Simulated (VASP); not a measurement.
# WS2 in VASP: further runs

The runs below take WS2 through single point, with LDA, PBEsol.

All numbers are computed with VASP 6.6.1; they aren't measurements. Logs are shortened: lines on timing, memory, paths and dates and some standing lists are left out, and cuts for length are marked.

**1. The cell of the first run**

The cell holds a slab with vacuum, 3 atoms: a = 3.246 Å, b = 3.246 Å, c = 17.283 Å, α = 90.00°, β = 90.00°, γ = 120.00°.

**2. Single point, LDA (volume scaled by 1.06)**

The input, INCAR:

```
PREC = Accurate
ENCUT = 520
EDIFF = 1E-7
ISMEAR = -1
SIGMA = 0.05
LREAL = F
LASPH = T
NELM = 80
ALGO = Normal
ISIF = 2
LWAVE = F
LCHARG = T
GGA = CA
LELF = T
LVHAR = T
NBANDS = 20
```

The input, KPOINTS:

```
regular mesh
0
Gamma
  10 10 2
```

The input, POSCAR:

```
WS2
1.0
    3.2459540962      0.0000000000      0.0000000000
   -1.6229770481      2.8110787067      0.0000000000
    0.0000000000      0.0000000000     17.2830265641
W S
1 2
Direct
    0.0000000000      0.0000000000      0.0000000000
    0.3333333333      0.6666666667      0.0920005100
    0.3333333333      0.6666666667      0.9079994900
```

Potentials or basis: VASP PAW LDA potentials, release 64 (W_sv, S).

Launch:

```sh
$ cat potpaw_LDA.64/W_sv/POTCAR potpaw_LDA.64/S/POTCAR > POTCAR
$ mpirun -np 1 vasp_std > vasp.out
```

OUTCAR:

```text
PREC = Accurate
   ENCUT = 520
   EDIFF = 1E-7
   ISMEAR = -1
   LREAL = F
   LASPH = T
   NELM = 80
   ISIF = 2
   GGA = CA

 ion  position               nearest neighbor table
   1  0.000  0.000  0.000-   2 2.46   3 2.46   2 2.46   3 2.46   2 2.46   3 2.46
   2  0.333  0.667  0.092-   1 2.46   1 2.46   1 2.46
   3  0.333  0.667  0.908-   1 2.46   1 2.46   1 2.46

  LATTYP: Found a hexagonal cell.
 ALAT       =     3.2459540962
 C/A-ratio  =     5.3244827412

  Lattice vectors:

 A1 = (   3.2459540962,   0.0000000000,   0.0000000000)
 A2 = (  -1.6229770481,   2.8110787067,   0.0000000000)
 A3 = (   0.0000000000,   0.0000000000,  17.2830265641)

Analysis of symmetry for initial positions (statically):
=====================================================================
 Subroutine PRICEL returns:
 Original cell was already a primitive cell.

 Routine SETGRP: Setting up the symmetry group for a
 hexagonal supercell.

 Subroutine GETGRP returns: Found 12 space group operations
 (whereof 12 operations were pure point group operations)
 out of a pool of 24 trial point group operations.

The static configuration has the point symmetry D_3h.

Analysis of symmetry for dynamics (positions and initial velocities):
=====================================================================
 Subroutine PRICEL returns:
 Original cell was already a primitive cell.

 Routine SETGRP: Setting up the symmetry group for a
 hexagonal supercell.

 Subroutine GETGRP returns: Found 12 space group operations
 (whereof 12 operations were pure point group operations)
 out of a pool of 24 trial point group operations.

The dynamic configuration has the point symmetry D_3h.

 Subroutine INISYM returns: Found 12 space group operations
 (whereof 12 operations are pure point group operations),
 and found     1 'primitive' translations

----------------------------------------------------------------------------------------

                                     Primitive cell

  volume of cell :     157.7013

  direct lattice vectors                    reciprocal lattice vectors
     3.245954096  0.000000000  0.000000000     0.308075829  0.177867663  0.000000000
    -1.622977048  2.811078707  0.000000000     0.000000000  0.355735326  0.000000000
     0.000000000  0.000000000 17.283026564     0.000000000  0.000000000  0.057860236

  length of vectors
     3.245954096  3.245954096 17.283026564     0.355735326  0.355735326  0.057860236

  position of ions in fractional coordinates (direct lattice)
     0.000000000  0.000000000  0.000000000
     0.333333333  0.666666667  0.092000510
     0.333333333  0.666666667  0.907999490

  ion indices of the primitive-cell ions
   primitive index   ion index
                 1           1
                 2           2
                 3           3

----------------------------------------------------------------------------------------

 KPOINTS: regular mesh

Automatic generation of k-mesh.
 Grid dimensions read from file:
 generate k-points for:   10   10    2

 Generating k-lattice:

  Cartesian coordinates                     Fractional coordinates (reciprocal lattice)
     0.030807583  0.017786766  0.000000000     0.100000000 -0.000000000  0.000000000
     0.000000000  0.035573533  0.000000000     0.000000000  0.100000000  0.000000000
     0.000000000  0.000000000  0.028930118     0.000000000  0.000000000  0.500000000

  Length of vectors
     0.035573533  0.035573533  0.028930118

  Shift w.r.t. Gamma in fractional coordinates (k-lattice)
     0.000000000  0.000000000  0.000000000

 Subroutine IBZKPT returns following result:
 ===========================================

 Found     28 irreducible k-points:

 Following reciprocal coordinates:
            Coordinates               Weight
  0.000000  0.000000  0.000000      1.000000
  0.100000  0.000000  0.000000      6.000000
  0.200000  0.000000  0.000000      6.000000
  0.300000  0.000000  0.000000      6.000000
  0.400000  0.000000  0.000000      6.000000
  0.500000 -0.000000  0.000000      3.000000
[... 16 lines left out ...]
  0.300000  0.100000  0.500000     12.000000
  0.400000  0.100000  0.500000     12.000000
 [... further k-points ...]
   k-points           NKPTS =     28   k-points in BZ     NKDIM =     28   number of bands    NBANDS=     20
   number of dos      NEDOS =    301   number of ions     NIONS =      3
   total plane-waves  NPLWV =  80640
   dimension x,y,z NGX =    24 NGY =   24 NGZ =  140
   dimension x,y,z NGXF=    48 NGYF=   48 NGZF=  280
   ions per type =               1   2
   NGX,Y,Z   is equivalent  to a cutoff of  12.29, 12.29, 13.47 a.u.
   NGXF,Y,Z  is equivalent  to a cutoff of  24.58, 24.58, 26.93 a.u.
 SYSTEM =  unknown system
   PREC   = accura    normal or accurate (medium, high low for compatibility)
   ISTART =      0    job   : 0-new  1-cont  2-samecut
   ICHARG =      2    charge: 1-file 2-atom 10-const
   ISPIN  =      1    spin polarized calculation?
   LNONCOLLINEAR =      F non collinear calculations
   LSORBIT =      F    spin-orbit coupling
   LASPH  =      T    aspherical Exc in radial PAW
   ENCUT  =  520.0 eV  38.22 Ry    6.18 a.u.   6.04  6.04 32.13*2*pi/ulx,y,z
   NELM   =     80;   NELMIN=  2; NELMDL= -5     # of ELM steps
   EDIFF  = 0.1E-06   stopping-criterion for ELM
   LREAL  =      F    real-space projection
   EDIFFG = 0.1E-05   stopping-criterion for IOM
   NSW    =      0    number of steps for IOM
   IBRION =     -1    ionic relax: 0-MD 1-quasi-New 2-CG
   NFREE  =      0    steps in history (QN), initial steepest desc. (CG)
   ISIF   =      2    stress and relaxation
   ISYM   =      2    0-nonsym 1-usesym 2-fastsym
   POTIM  = 0.5000    time-step for ionic-motion
   TEBEG  =    0.0;   TEEND  =   0.0 temperature during run
   PSTRESS=    0.0 pullay stress
   NELECT =      26.0000    total number of electrons
   NUPDOWN=      -1.0000    fix difference up-down
   EMIN   =  10.00;   EMAX   =-10.00  energy-range for DOS
   EFERMI =   0.00;   METHOD = LEGACY
   ISMEAR =    -1;   SIGMA  =   0.05  broadening in eV -4-tet -1-fermi 0-gaus
   EFERMI_NEDOS =   21; number of points for ismear=-14 and -15
   IALGO  =     38    algorithm
   IMIX   =      4    mixing-type and parameters
     AMIX     =   0.40;   BMIX     =  1.00
     AMIX_MAG =   1.60;   BMIX_MAG =  1.00
  volume/ion in A,a.u.               =      52.57       354.74
  Fermi-wavevector in a.u.,A,eV,Ry     =   0.897679  1.696367 10.963941  0.805827
  Thomas-Fermi vector in A             =   2.020293
   LORBIT       =      0    0 simple, 1 ext, 2 COOP (PROOUT), +10 PAW based schemes
   GGA     = CA    functional components
   LHFCALC =     F    Hartree Fock is set to
   AEXX    =    0.0000 exact exchange contribution
   IVDW    =     0    specifies the selected vdW correction
   LEPSILON=     F    determine dielectric tensor
   LRPA    =     F    only Hartree local field effects (RPA)
 non-spin polarized calculation
  energy-cutoff  :      520.00
  volume of cell :      157.70
 maximum number of plane-waves:      4300
   NGX = 13   NGY = 13   NGZ = 65

 number of electron      26.0000004 magnetization

 Free energy of the ion-electron system (eV)
  ---------------------------------------------------
  ext. energy  EPLUGINS =         0.00000000
  ---------------------------------------------------
  free energy    TOTEN  =       -25.92750572 eV

  energy without entropy =      -25.92750571  energy(sigma->0) =      -25.92750572

 E-fermi :  -0.7941     XC(G=0):  -4.4982

 val. band max:       -1.6783736659   @ k =   0.0000   0.0000   0.0000
 cond. band min:       0.1451552102   @ k =   0.3000   0.3000   0.5000
 fundamental gap:      1.8235288760
 Fermi energy:        -0.7941441296

 k-point     1 :       0.0000    0.0000    0.0000
  band No.  band energies     occupation
      1     -75.3760      2.00000
      2     -39.8185      2.00000
      3     -39.7076      2.00000
      4     -39.7076      2.00000
      5     -15.9997      2.00000
      6     -14.5019      2.00000
[... 12 lines left out ...]
     19       4.0110      0.00000
     20       4.0318      0.00000

 k-point     2 :       0.1000    0.0000    0.0000
  band No.  band energies     occupation
      1     -75.3748      2.00000
      2     -39.8140      2.00000
      3     -39.7337      2.00000
      4     -39.7138      2.00000
      5     -15.8497      2.00000
      6     -14.4444      2.00000
[... 12 lines left out ...]
     19       4.2200      0.00000
     20       4.3444      0.00000

 k-point     3 :       0.2000    0.0000    0.0000
  band No.  band energies     occupation
      1     -75.3716      2.00000
      2     -39.8020      2.00000
      3     -39.8014      2.00000
      4     -39.7298      2.00000
      5     -15.4330      2.00000
      6     -14.2854      2.00000
[... 12 lines left out ...]
     19       4.7409      0.00000
     20       5.2576      0.00000

 k-point     4 :       0.3000    0.0000    0.0000
  band No.  band energies     occupation
      1     -75.3677      2.00000
      2     -39.8840      2.00000
      3     -39.7872      2.00000
      4     -39.7496      2.00000
      5     -14.8542      2.00000
      6     -14.0691      2.00000
[... 12 lines left out ...]
     19       5.4501      0.00000
     20       5.5169      0.00000

 k-point     5 :       0.4000    0.0000    0.0000
  band No.  band energies     occupation
      1     -75.3645      2.00000
      2     -39.9500      2.00000
      3     -39.7752      2.00000
      4     -39.7655      2.00000
      5     -14.3073      2.00000
      6     -13.8735      2.00000
[... 12 lines left out ...]
     19       5.7055      0.00000
     20       5.7971      0.00000
[... 353 lines left out ...]
      6     -14.3358      2.00000
[... 12 lines left out ...]
     19       4.4156      0.00000
     20       5.2830      0.00000

 k-point    22 :       0.2000    0.1000    0.5000
  band No.  band energies     occupation
      1     -75.3690      2.00000
      2     -39.8493      2.00000
      3     -39.7924      2.00000
      4     -39.7492      2.00000
      5     -15.0650      2.00000
      6     -14.1454      2.00000
[... 12 lines left out ...]
     19       5.0971      0.00000
     20       5.8821      0.00000

 k-point    23 :       0.3000    0.1000    0.5000
  band No.  band energies     occupation
      1     -75.3655      2.00000
      2     -39.9188      2.00000
      3     -39.7790      2.00000
      4     -39.7718      2.00000
      5     -14.4908      2.00000
      6     -13.9325      2.00000
[... 12 lines left out ...]
     19       5.7038      0.00000
     20       5.8958      0.00000

 k-point    24 :       0.4000    0.1000    0.5000
  band No.  band energies     occupation
      1     -75.3633      2.00000
      2     -39.9613      2.00000
      3     -39.7858      2.00000
      4     -39.7707      2.00000
      5     -14.0804      2.00000
      6     -13.7864      2.00000
[... 12 lines left out ...]
     19       6.2053      0.00000
     20       6.4032      0.00000

 [... further k-points ...]
[... 5 lines left out ...]
  --------------------------------------------------------------------------------------
  -------------------------------------------------------------------------------------
  Total       -4.9199329     -4.9199329     -4.1412934      0.0000000      0.0000000      0.0000000
  in kB      -49.9844117    -49.9844117    -42.0737681      0.0000000      0.0000000      0.0000000
  external PRESSURE =     -47.3475305 kB  Pullay stress =       0.0000000 kB

 VOLUME and BASIS-vectors are now :
 -----------------------------------------------------------------------------
  energy-cutoff  :      520.00
  volume of cell :      157.70
      direct lattice vectors                 reciprocal lattice vectors
     3.245954096  0.000000000  0.000000000     0.308075829  0.177867663  0.000000000
    -1.622977048  2.811078707  0.000000000     0.000000000  0.355735326  0.000000000
     0.000000000  0.000000000 17.283026564     0.000000000  0.000000000  0.057860236

 POSITION                                       TOTAL-FORCE (eV/Angst)
 -----------------------------------------------------------------------------------
      0.00000      0.00000      0.00000        -0.000000      0.000000      0.000000
     -0.00000      1.87405      1.59005         0.000000     -0.000000     -1.293537
     -0.00000      1.87405     15.69298         0.000000      0.000000      1.293537
 -----------------------------------------------------------------------------------
    total drift:                                0.000000     -0.000000     -0.000000

  FREE ENERGIE OF THE ION-ELECTRON SYSTEM (eV)
  ---------------------------------------------------
  free  energy   TOTEN  =       -25.9275057167 eV

  energy  without entropy=      -25.9275057149  energy(sigma->0) =      -25.92750572
```

Run time: 76 s. Hardware: 1 thread of AMD EPYC 9R45 (Zen 5), shared host; peak memory 0.23 GiB.

What came out:

* Free energy: -25.9275 eV
* Largest force: 1.294 eV/Å
* Band gap on the k mesh: 1.82 eV, indirect (least direct gap 1.98 eV)

Forces on the atoms (eV/Å):
```
W    0.000  0.000  0.000
S    0.000  0.000 -1.294
S    0.000  0.000  1.294
```

Caveat: the cell differs from its parent crystal (volume scaled by 1.06); spin-orbit coupling is left out, which moves the levels of the heavy elements.

**3. Single point, PBEsol**

This run uses another cell than the first one, of 45.70 Å³/atom, 0.869 times its volume.

The input, INCAR:

```
  PREC = Accurate
  ENCUT = 520
  EDIFF = 1E-7
  ISMEAR = -1
  SIGMA = 0.05
  LREAL = False
  LASPH = True
  NELM = 80
  ALGO = Normal
  ISIF = 2
  LWAVE = False
  LCHARG = False
  GGA = PS
  NBANDS = 20
```

The input, KPOINTS:

```
Automatic mesh
0
Gamma
  10 10 2
```

The input, POSCAR:

```
WS2
1.0
    3.0561757010      0.0000000000      0.0000000000
   -1.5280878505      2.6467257954      0.0000000000
    0.0000000000      0.0000000000     16.9505778900
W S
1 2
Direct
    0.0000000000      0.0000000000      0.0000000000
    0.3333333333      0.6666666667      0.0920005100
    0.3333333333      0.6666666667      0.9079994900
```

Potentials or basis: VASP PAW PBE potentials, release 64 (W_sv, S).

Launch:

```sh
$ cat potpaw_PBE.64/W_sv/POTCAR potpaw_PBE.64/S/POTCAR > POTCAR
$ mpirun -np 1 vasp_std > vasp.out
```

It took 2.3 min on 1 thread of Intel Xeon Platinum 8488C (Sapphire Rapids), shared host; peak memory 0.27 GiB.

Results (log left out):

- Free energy: -25.1223 eV
- Largest force: 0.934 eV/Å
- Band gap on the k mesh: 2.29 eV, indirect (least direct gap 2.64 eV)

Forces on the atoms (eV/Å):
```
W    0.000  0.000  0.000
S    0.000  0.000  0.934
S    0.000  0.000 -0.934
```

Levels at points of the mesh, in eV from the valence-band top:
| k point | band 10 | band 11 | band 12 | band 13 | band 14 | band 15 | band 16 | band 17 |
| --- | --- | --- | --- | --- | --- | --- | --- | --- |
| (0.00, 0.00, 0.00) | -2.27 | -1.30 | -1.30 | -0.20 | 3.43 | 3.43 | 3.62 | 3.62 |
| (0.50, 0.00, 0.00) | -3.37 | -2.20 | -0.86 | -0.86 | 3.61 | 3.85 | 4.38 | 5.37 |
| (0.00, 0.00, 0.50) | -2.27 | -1.30 | -1.30 | -0.20 | 3.43 | 3.43 | 3.62 | 3.62 |
| (0.50, 0.00, 0.50) | -3.37 | -2.20 | -0.86 | -0.86 | 3.61 | 3.85 | 4.38 | 5.37 |

Caveat: the PAW data sets were made with another functional, which shifts forces and pressure a little; spin-orbit coupling is left out, which moves the levels of the heavy elements.

[end of part 1 of 2]
